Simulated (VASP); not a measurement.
# Eu (Fm-3m) in VASP: notebook

Eu is run at these levels: r2SCAN; tasks: single point.

All numbers are computed with VASP 6.6.1; they aren't measurements. Logs are shortened: lines on timing, memory, paths and dates and some standing lists are left out, and cuts for length are marked.

**1. The cell of the first run**

It takes space group Fm-3m (No. 225, cubic). The conventional cell has a = 5.793 Å, b = 5.793 Å, c = 5.793 Å, α = 90.00°, β = 90.00°, γ = 90.00°. Within 5.4 Å of Eu (site symmetry m-3m) lie 12 Eu at 4.10 Å.

**2. Single point, r2SCAN, collinear spin, ferromagnetic start**

File POSCAR:

```
Eu
1.0
    0.0000000000      2.8966875532      2.8966875532
    2.8966875532      0.0000000000      2.8966875532
    2.8966875532      2.8966875532      0.0000000000
Eu
1
Direct
    0.0000000000      0.0000000000      0.0000000000
```

File INCAR.step1:

```
PREC     = Accurate       # precision mode
ENCUT    = 520            # plane-wave cutoff, eV
ISMEAR   = -1             # smearing method
SIGMA    = 0.1            # smearing width, eV
LREAL    = False          # projectors in reciprocal space
LASPH    = True           # aspherical terms in the spheres
NELM     = 150            # most SCF steps
ISPIN    = 2              # spin polarisation
MAGMOM   = 4.9            # initial moments
LMAXMIX  = 6              # l up to which the mixer works
NBANDS   = 18             # bands
GGA      = PE             # functional
ALGO     = Normal         # electronic algorithm
EDIFF    = 1E-4           # SCF threshold, eV
LWAVE    = True           # write WAVECAR
LCHARG   = False          # write CHGCAR
```

File INCAR.step2:

```
PREC     = Accurate       # precision mode
ENCUT    = 520            # plane-wave cutoff, eV
EDIFF    = 1E-6           # SCF threshold, eV
ISMEAR   = -1             # smearing method
SIGMA    = 0.1            # smearing width, eV
LREAL    = False          # projectors in reciprocal space
LASPH    = True           # aspherical terms in the spheres
NELM     = 150            # most SCF steps
ALGO     = Normal         # electronic algorithm
ISIF     = 2              # what is computed and relaxed
LWAVE    = False          # write WAVECAR
LCHARG   = True           # write CHGCAR
ISPIN    = 2              # spin polarisation
MAGMOM   = 4.9            # initial moments
LORBIT   = 11             # projections on sites
LMAXMIX  = 6              # l up to which the mixer works
METAGGA  = R2SCAN         # meta-GGA
LMIXTAU  = True         
LELF     = True           # ELF
LVHAR    = True         
NBANDS   = 18             # bands
ISTART   = 1
```

File KPOINTS:

```
Automatic mesh
0
Gamma
  7 7 7
```

Potentials or basis: VASP PAW PBE potentials, release 64 (Eu).

Run with:

```console
cat potpaw_PBE.64/Eu/POTCAR > POTCAR
cp INCAR.step1 INCAR
mpirun -np 1 vasp_std > vasp.out
cp INCAR.step2 INCAR
mpirun -np 1 vasp_std > vasp.out
```

OUTCAR:

```text
PREC = Accurate
   ENCUT = 520
   EDIFF = 1E-6
   ISMEAR = -1
   LREAL = False
   LASPH = True
   NELM = 150
   ISIF = 2
   ISPIN = 2
   LORBIT = 11
   METAGGA = R2SCAN
   ISTART = 1

 ion  position               nearest neighbor table
   1  0.000  0.000  0.000-

  LATTYP: Found a face centered cubic cell.
 ALAT       =     5.7933751064

  Lattice vectors:

 A1 = (   0.0000000000,   2.8966875532,   2.8966875532)
 A2 = (   2.8966875532,   0.0000000000,   2.8966875532)
 A3 = (   2.8966875532,   2.8966875532,   0.0000000000)

Analysis of symmetry for initial positions (statically):
=====================================================================
 Subroutine PRICEL returns:
 Original cell was already a primitive cell.

 Routine SETGRP: Setting up the symmetry group for a
 face centered cubic supercell.

 Subroutine GETGRP returns: Found 48 space group operations
 (whereof 48 operations were pure point group operations)
 out of a pool of 48 trial point group operations.

The static configuration has the point symmetry O_h .

Analysis of symmetry for dynamics (positions and initial velocities):
=====================================================================
 Subroutine PRICEL returns:
 Original cell was already a primitive cell.

 Routine SETGRP: Setting up the symmetry group for a
 face centered cubic supercell.

 Subroutine GETGRP returns: Found 48 space group operations
 (whereof 48 operations were pure point group operations)
 out of a pool of 48 trial point group operations.

The dynamic configuration has the point symmetry O_h .

Analysis of structural, dynamic, and magnetic symmetry:
=====================================================================
 Subroutine PRICEL returns:
 Original cell was already a primitive cell.

 Routine SETGRP: Setting up the symmetry group for a
 face centered cubic supercell.

 Subroutine GETGRP returns: Found 48 space group operations
 (whereof 48 operations were pure point group operations)
 out of a pool of 48 trial point group operations.

The overall configuration has the point symmetry O_h .

 Subroutine INISYM returns: Found 48 space group operations
 (whereof 48 operations are pure point group operations),
 and found     1 'primitive' translations

----------------------------------------------------------------------------------------

                                     Primitive cell

  volume of cell :      48.6110

  direct lattice vectors                    reciprocal lattice vectors
[... 97 lines left out ...]
   IALGO  =     38    algorithm
   IMIX   =      4    mixing-type and parameters
     AMIX     =   0.40;   BMIX     =  1.00
     AMIX_MAG =   1.60;   BMIX_MAG =  1.00
  volume/ion in A,a.u.               =      48.61       328.04
  Fermi-wavevector in a.u.,A,eV,Ry     =   1.153399  2.179608 18.100221  1.330329
  Thomas-Fermi vector in A             =   2.290043
   LORBIT       =     11    0 simple, 1 ext, 2 COOP (PROOUT), +10 PAW based schemes
   METAGGA = R2SCAN    functional components
   LHFCALC =     F    Hartree Fock is set to
   AEXX    =    0.0000 exact exchange contribution
   IVDW    =     0    specifies the selected vdW correction
   LEPSILON=     F    determine dielectric tensor
   LRPA    =     F    only Hartree local field effects (RPA)
 spin polarized calculation
  energy-cutoff  :      520.00
  volume of cell :       48.61
 maximum number of plane-waves:      1363
   NGX = 15   NGY = 15   NGZ = 15

 number of electron      16.9999995 magnetization       7.9346304

 Free energy of the ion-electron system (eV)
  ---------------------------------------------------
  ext. energy  EPLUGINS =         0.00000000
  ---------------------------------------------------
  free energy    TOTEN  =       -39.67871663 eV

  energy without entropy =      -39.61533872  energy(sigma->0) =      -39.64702767

 E-fermi :   1.5210     XC(G=0):  -8.6788

 val. band max:        1.4367682733   @ k =   0.4286   0.2857   0.0000
 cond. band min:       1.5598318370   @ k =   0.4286   0.0000   0.0000
 fundamental gap:      0.1230635637
 Fermi energy:         1.5209931140

 spin component 1

 k-point     1 :       0.0000    0.0000    0.0000
  band No.  band energies     occupation
      1     -41.6819      1.00000
      2     -19.7134      1.00000
      3     -19.7134      1.00000
      4     -19.7134      1.00000
      5      -3.1691      1.00000
      6       0.8859      0.99826
[... 396 lines left out ...]
      4     -19.8059      1.00000
      5       0.7555      0.99953
      6       0.8242      0.99906
[... 10 lines left out ...]
     17       6.5794      0.00000
     18       7.9910      0.00000
 Fermi energy:         1.5209931140

 spin component 2

 k-point     1 :       0.0000    0.0000    0.0000
  band No.  band energies     occupation
      1     -37.8855      1.00000
      2     -16.9640      1.00000
      3     -16.9640      1.00000
      4     -16.9640      1.00000
      5      -1.3833      1.00000
      6       4.8517      0.00000
[... 397 lines left out ...]
      5       2.2312      0.00082
      6       2.9828      0.00000
[... 10 lines left out ...]
     17       8.6834      0.00000
     18       9.8387      0.00000

------------------------ aborting loop because EDIFF is reached ----------------------------------------

  FORCE on cell =-STRESS in cart. coord.  units (eV):
  Direction    XX          YY          ZZ          XY          YZ          ZX
  --------------------------------------------------------------------------------------
  -------------------------------------------------------------------------------------
  Total       -0.5466844     -0.5466844     -0.5466844      0.0000000      0.0000000      0.0000000
  in kB      -18.0182360    -18.0182360    -18.0182360      0.0000000      0.0000000      0.0000000
  external PRESSURE =     -18.0182360 kB  Pullay stress =       0.0000000 kB

 VOLUME and BASIS-vectors are now :
 -----------------------------------------------------------------------------
  energy-cutoff  :      520.00
  volume of cell :       48.61
      direct lattice vectors                 reciprocal lattice vectors
     0.000000000  2.896687553  2.896687553    -0.172610953  0.172610953  0.172610953
     2.896687553  0.000000000  2.896687553     0.172610953 -0.172610953  0.172610953
     2.896687553  2.896687553  0.000000000     0.172610953  0.172610953 -0.172610953

 POSITION                                       TOTAL-FORCE (eV/Angst)
 -----------------------------------------------------------------------------------
      0.00000      0.00000      0.00000        -0.000000      0.000000      0.000000
 -----------------------------------------------------------------------------------
    total drift:                               -0.000000     -0.000000      0.000000

  FREE ENERGIE OF THE ION-ELECTRON SYSTEM (eV)
  ---------------------------------------------------
  free  energy   TOTEN  =       -39.6787166253 eV

  energy  without entropy=      -39.6153387216  energy(sigma->0) =      -39.64702767

 total charge

# of ion       s       p       d       f       tot
--------------------------------------------------
    1        2.074   5.766   0.257   6.682  14.779

 magnetization (x)

# of ion       s       p       d       f       tot
--------------------------------------------------
    1       -0.005  -0.152   0.208   6.682   6.734
```

OUTCAR.step1:

```text
PREC = Accurate
   ENCUT = 520
   ISMEAR = -1
   LREAL = False
   LASPH = True
   NELM = 150
[... 1067 lines left out ...]
 POSITION                                       TOTAL-FORCE (eV/Angst)
 -----------------------------------------------------------------------------------
      0.00000      0.00000      0.00000         0.000000      0.000000      0.000000
 -----------------------------------------------------------------------------------
    total drift:                               -0.000000     -0.000000      0.000000

  FREE ENERGIE OF THE ION-ELECTRON SYSTEM (eV)
  ---------------------------------------------------
  free  energy   TOTEN  =       -11.4411260871 eV

  energy  without entropy=      -11.3564962044  energy(sigma->0) =      -11.39881115
```

OSZICAR.step1:

```text
N       E                     dE             d eps       ncg     rms          rms(c)
DAV:   1     0.110226856012E+03    0.11023E+03   -0.61570E+03  1714   0.371E+03
DAV:   2     0.102786012386E+02   -0.99948E+02   -0.88881E+02  1926   0.257E+02
DAV:   3    -0.680428887396E+01   -0.17083E+02   -0.16652E+02  2152   0.104E+02
DAV:   4    -0.844783492512E+01   -0.16435E+01   -0.16336E+01  2830   0.255E+01
DAV:   5    -0.852935569345E+01   -0.81521E-01   -0.81418E-01  2462   0.647E+00    0.353E+01
DAV:   6    -0.144208776299E+02   -0.58915E+01   -0.30156E+00  1994   0.174E+01    0.198E+01
DAV:   7    -0.117168876996E+02    0.27040E+01   -0.32553E+00  2080   0.309E+01    0.176E+01
DAV:   8    -0.114460694928E+02    0.27082E+00   -0.77047E-01  2104   0.197E+01    0.496E+00
DAV:   9    -0.115971684529E+02   -0.15110E+00   -0.55146E-01  2254   0.121E+01    0.980E+00
DAV:  10    -0.114477107862E+02    0.14946E+00   -0.10778E-01  2358   0.780E+00    0.276E+00
DAV:  11    -0.114409587171E+02    0.67521E-02   -0.22759E-02  2388   0.259E+00    0.670E-01
DAV:  12    -0.114412841381E+02   -0.32542E-03   -0.24986E-03  2658   0.302E-01    0.514E-01
DAV:  13    -0.114411576904E+02    0.12645E-03   -0.17788E-04  1594   0.236E-01    0.274E-01
DAV:  14    -0.114411260871E+02    0.31603E-04   -0.60980E-04  2130   0.439E-01
   1 F= -.11441126E+02 E0= -.11398811E+02  d E =-.846299E-01  mag=     7.3997
```

Run time: 1.8 min. Hardware: 1 thread of Intel Xeon 6975P-C (Granite Rapids), shared host; peak memory 0.22 GiB.

What came out:

- Free energy: -39.6787 eV
- Pressure: -1.8 GPa
- Net moment: 7.93 μB per cell
- Site moments: Eu +6.73 μB
- Valence electrons inside the program's atomic spheres: Eu 14.78

Caveat: the PAW data sets were made with another functional, which shifts forces and pressure a little; spin-orbit coupling is left out, which moves the levels of the heavy elements. The state reached can hang on the start; a lower one may exist.

**3. Single point, r2SCAN, collinear spin, ferromagnetic start**

This run uses another cell than the first one, of 41.67 Å³/atom, 0.857 times its volume.

File POSCAR:

```
Eu
1.0
    0.0000000000      2.7516047892      2.7516047892
    2.7516047892      0.0000000000      2.7516047892
    2.7516047892      2.7516047892      0.0000000000
Eu
1
Direct
    0.0000000000      0.0000000000      0.0000000000
```

File INCAR.step1:

```
PREC = Accurate
ENCUT = 520
ISMEAR = -1
SIGMA = 0.1
LREAL = False
LASPH = True
NELM = 150
ISPIN = 2
MAGMOM = 4.9
LMAXMIX = 6
NBANDS = 18
GGA = PE
ALGO = Normal
EDIFF = 1E-4
LWAVE = True
LCHARG = False
```

File INCAR.step2:

```
PREC = Accurate
ENCUT = 520
EDIFF = 1E-6
ISMEAR = -1
SIGMA = 0.1
LREAL = False
LASPH = True
NELM = 150
ALGO = Normal
ISIF = 2
LWAVE = False
LCHARG = True
ISPIN = 2
MAGMOM = 4.9
LORBIT = 11
LMAXMIX = 6
METAGGA = R2SCAN
LMIXTAU = True
LELF = True
LVHAR = True
NBANDS = 18
ISTART = 1
```

File KPOINTS:

```
regular mesh
0
Gamma
  7 7 7
```

Potentials or basis: VASP PAW PBE potentials, release 64 (Eu).

Run with:

```console
cat potpaw_PBE.64/Eu/POTCAR > POTCAR
cp INCAR.step1 INCAR
mpirun -np 1 vasp_std > vasp.out
cp INCAR.step2 INCAR
mpirun -np 1 vasp_std > vasp.out
```

OUTCAR:

```text
PREC = Accurate
   ENCUT = 520
   EDIFF = 1E-6
   ISMEAR = -1
   LREAL = False
   LASPH = True
   NELM = 150
   ISIF = 2
   ISPIN = 2
   LORBIT = 11
   METAGGA = R2SCAN
   ISTART = 1

 ion  position               nearest neighbor table
   1  0.000  0.000  0.000-

  LATTYP: Found a face centered cubic cell.
 ALAT       =     5.5032095784

  Lattice vectors:

 A1 = (   0.0000000000,   2.7516047892,   2.7516047892)
 A2 = (   2.7516047892,   0.0000000000,   2.7516047892)
 A3 = (   2.7516047892,   2.7516047892,   0.0000000000)

Analysis of symmetry for initial positions (statically):
=====================================================================
 Subroutine PRICEL returns:
 Original cell was already a primitive cell.

 Routine SETGRP: Setting up the symmetry group for a
 face centered cubic supercell.

 Subroutine GETGRP returns: Found 48 space group operations
 (whereof 48 operations were pure point group operations)
 out of a pool of 48 trial point group operations.

The static configuration has the point symmetry O_h .

Analysis of symmetry for dynamics (positions and initial velocities):
=====================================================================
 Subroutine PRICEL returns:
 Original cell was already a primitive cell.

 Routine SETGRP: Setting up the symmetry group for a
 face centered cubic supercell.

 Subroutine GETGRP returns: Found 48 space group operations
 (whereof 48 operations were pure point group operations)
 out of a pool of 48 trial point group operations.

The dynamic configuration has the point symmetry O_h .

Analysis of structural, dynamic, and magnetic symmetry:
=====================================================================
 Subroutine PRICEL returns:
 Original cell was already a primitive cell.

 Routine SETGRP: Setting up the symmetry group for a
 face centered cubic supercell.

 Subroutine GETGRP returns: Found 48 space group operations
 (whereof 48 operations were pure point group operations)
 out of a pool of 48 trial point group operations.

[... 131 lines left out ...]
 number of electron      16.9999996 magnetization       7.8197045

 Free energy of the ion-electron system (eV)
  ---------------------------------------------------
  ext. energy  EPLUGINS =         0.00000000
  ---------------------------------------------------
  free energy    TOTEN  =       -39.71969875 eV

  energy without entropy =      -39.66163235  energy(sigma->0) =      -39.69066555

 E-fermi :   2.0928     XC(G=0):  -9.3224

 val. band max:        2.0724219085   @ k =  -0.4286   0.4286   0.1429
 cond. band min:       2.1957012078   @ k =  -0.4286   0.1429   0.0000
 fundamental gap:      0.1232792993
 Fermi energy:         2.0927556809

 spin component 1

 k-point     1 :       0.0000    0.0000    0.0000
  band No.  band energies     occupation
      1     -41.0117      1.00000
      2     -18.9472      1.00000
      3     -18.9472      1.00000
      4     -18.9472      1.00000
      5      -2.8287      1.00000
      6       1.4043      0.99898
[... 396 lines left out ...]
      4     -19.0985      1.00000
      5       1.2094      0.99985
      6       1.3344      0.99949
[... 10 lines left out ...]
     17       8.0654      0.00000
     18       9.6061      0.00000
 Fermi energy:         2.0927556809

 spin component 2

 k-point     1 :       0.0000    0.0000    0.0000
  band No.  band energies     occupation
      1     -37.2381      1.00000
      2     -16.1936      1.00000
      3     -16.1936      1.00000
      4     -16.1936      1.00000
      5      -1.0151      1.00000
      6       5.5668      0.00000
[... 397 lines left out ...]
      5       2.5482      0.01041
      6       3.6635      0.00000
[... 10 lines left out ...]
     17      10.1697      0.00000
     18      11.5530      0.00000

------------------------ aborting loop because EDIFF is reached ----------------------------------------

  FORCE on cell =-STRESS in cart. coord.  units (eV):
  Direction    XX          YY          ZZ          XY          YZ          ZX
  --------------------------------------------------------------------------------------
  -------------------------------------------------------------------------------------
  Total       -0.0215238     -0.0215238     -0.0215238      0.0000000      0.0000000      0.0000000
  in kB       -0.8276410     -0.8276410     -0.8276410      0.0000000      0.0000000      0.0000000
  external PRESSURE =      -0.8276410 kB  Pullay stress =       0.0000000 kB

 VOLUME and BASIS-vectors are now :
 -----------------------------------------------------------------------------
  energy-cutoff  :      520.00
  volume of cell :       41.67
      direct lattice vectors                 reciprocal lattice vectors
     0.000000000  2.751604789  2.751604789    -0.181712142  0.181712142  0.181712142
     2.751604789  0.000000000  2.751604789     0.181712142 -0.181712142  0.181712142
     2.751604789  2.751604789  0.000000000     0.181712142  0.181712142 -0.181712142

 POSITION                                       TOTAL-FORCE (eV/Angst)
 -----------------------------------------------------------------------------------
      0.00000      0.00000      0.00000         0.000000      0.000000      0.000000
 -----------------------------------------------------------------------------------
    total drift:                               -0.000000     -0.000000      0.000000

  FREE ENERGIE OF THE ION-ELECTRON SYSTEM (eV)
  ---------------------------------------------------
  free  energy   TOTEN  =       -39.7196987498 eV

  energy  without entropy=      -39.6616323479  energy(sigma->0) =      -39.69066555

 total charge

# of ion       s       p       d       f       tot
--------------------------------------------------
    1        2.083   5.754   0.323   6.639  14.799

 magnetization (x)

# of ion       s       p       d       f       tot
--------------------------------------------------
    1       -0.002  -0.148   0.236   6.638   6.723
```

OUTCAR.step1:

```text
PREC = Accurate
   ENCUT = 520
   ISMEAR = -1
   LREAL = False
   LASPH = True
   NELM = 150
[... 1068 lines left out ...]
 POSITION                                       TOTAL-FORCE (eV/Angst)
 -----------------------------------------------------------------------------------
      0.00000      0.00000      0.00000         0.000000      0.000000      0.000000
 -----------------------------------------------------------------------------------
    total drift:                               -0.000000     -0.000000      0.000000

  FREE ENERGIE OF THE ION-ELECTRON SYSTEM (eV)
  ---------------------------------------------------
  free  energy   TOTEN  =       -11.4914291770 eV

  energy  without entropy=      -11.4144303240  energy(sigma->0) =      -11.45292975
```

Wall time 98 s (1 thread of Intel Xeon 6975P-C (Granite Rapids), shared host); peak memory 0.21 GiB.

Results:

- Free energy: -39.7197 eV
- Pressure: -0.1 GPa
- Net moment: 7.82 μB per cell
- Site moments: Eu +6.72 μB
- Valence electrons inside the program's atomic spheres: Eu 14.80

Caveat: the PAW data sets were made with another functional, which shifts forces and pressure a little; spin-orbit coupling is left out, which moves the levels of the heavy elements. The state reached can hang on the start; a lower one may exist.

[end of part 1 of 2]
